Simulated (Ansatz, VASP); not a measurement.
## Two plane-wave programs on Ta

Contents of POSCAR:

```
Ta
1.0
    2.9205296585      0.0000000000      0.0000000000
   -1.4602648293      2.5292528768      0.0000000000
    0.0000000000      0.0000000000      5.1246854943
Ta
2
Direct
    0.6666666700      0.3333333300      0.7500000000
    0.3333333300      0.6666666700      0.2500000000
```

File INCAR.step1:

```
SYSTEM = Ta
ALGO = Normal
EDIFF = 1E-4
ENCUT = 520
GGA = PE
ISMEAR = 0
LASPH = .TRUE.
LCHARG = .FALSE.
LREAL = .FALSE.
LWAVE = .TRUE.
NBANDS = 18
NELM = 100
PREC = Accurate
SIGMA = 0.1
```

The input INCAR.step2:

```
SYSTEM = Ta
ALGO = Normal
EDIFF = 1E-6
ENCUT = 520
ISIF = 2
ISMEAR = 0
ISTART = 1
LASPH = .TRUE.
LCHARG = .FALSE.
LMIXTAU = .TRUE.
LREAL = .FALSE.
LWAVE = .FALSE.
METAGGA = R2SCAN
NBANDS = 18
NELM = 100
PREC = Accurate
SIGMA = 0.1
```

Contents of KPOINTS:

```
k-points
0
G
  18 18 8
  0 0 0
```

Input for Ansatz:

```yaml
crystal:
  lattice:
    - [2.9205296585, 0.0, 0.0]
    - [-1.4602648293, 2.5292528768, 0.0]
    - [0.0, 0.0, 5.1246854943]
  atoms:
    - { symbol: Ta, position: [0.66666667, 0.33333333, 0.75] }
    - { symbol: Ta, position: [0.33333333, 0.66666667, 0.25] }
basis:
  ecutwfc: 500
kpoints:
  mp_grid: { grid: [18, 18, 8] }
hamiltonian:
  xc: r2scan
scf:
  occupations: { method: gaussian, width: 0.1 }
output:
  forces: true
  stress: true
  eigenvalues: true
  populations: true
```

Alike in both runs: task single point; functional r2SCAN; k mesh 18 × 18 × 8; occupations gaussian, width 0.1 eV; no spin polarisation.

|  | VASP | Ansatz |
| --- | --- | --- |
| version | VASP 6.6.1 | Ansatz 0.2.0 |
| potentials or method | VASP PAW PBE potentials, release 64 (Ta_pv), cutoff 520 eV | scalar-relativistic, plane waves, PAW |
| valence electrons in the cell | 22 | 26 |

Ansatz gave:

| Item | Value |
| --- | --- |
| gap on the k mesh at the Fermi level (eV) | none |
| pressure (GPa) | -4.5 |
| traceless stress, the component that is largest in VASP (GPa) | 1.49 |

Q: Which values does VASP return?

A: gap on the k mesh at the Fermi level (eV): none; pressure (GPa): -4.1; traceless stress, the component that is largest in VASP (GPa): 1.54.

VASP's potentials were made for PBE, not for r2SCAN. A gap of «none» marks a metal or a gap that the smearing closes. The functional is the same, so the differences come from potentials, cutoffs and numerics. VASP's potentials hold 22 valence electrons a cell and Ansatz's 26, so a difference there can come from the potentials and not from the codes.

Neither program's run includes spin-orbit coupling.
